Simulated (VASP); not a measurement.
**Zn: single point with LDA**

Crystal: Zn.

```
Zn
1.0
    -1.56904    1.56904    1.56904
     1.56904   -1.56904    1.56904
     1.56904    1.56904   -1.56904
Zn
1
Direct
  0.00000 0.00000 0.00000
```

```
Program                : VASP 6.6.1
Task                   : single point
Functional             : LDA
Potentials or basis    : VASP PAW LDA potentials, release 64 (Zn)
Cutoff                 : 520 eV
k mesh                 : 12 × 12 × 12
Occupations            : fermi-dirac, width 0.05 eV
Spin                   : no spin polarisation
Dipole correction      : no
Further INCAR settings : ALGO = Normal; EDIFF = 1e-06; NBANDS = 12
```

```json
{
 "Pressure": "-7.8 GPa",
 "Band gap on the k mesh": "zero (band 6 reaches 6.98 eV, above the bottom of band 7 at 1.80 eV)"
}
```

Levels at points of the mesh, in eV from the Fermi level:
```csv
k point,band 2,band 3,band 4,band 5,band 6,band 7,band 8,band 9,band 10,band 11
"(0.00, 0.00, 0.00)",-7.78,-7.78,-7.78,-7.27,-7.27,18.78,18.78,18.78,20.90,20.90
"(0.50, 0.00, 0.00)",-8.08,-7.30,-7.24,-6.94,-2.56,-1.00,11.18,12.70,15.39,16.77
"(0.50, 0.50, 0.50)",-8.31,-7.02,-7.02,-7.02,4.18,4.18,4.18,7.32,8.72,8.72
```

It took 6 s on 1 thread of Intel(R) Xeon(R) Platinum 8375C CPU @ 2.90GHz (Ice Lake), with other jobs on the host, peak memory 0.12 GiB.
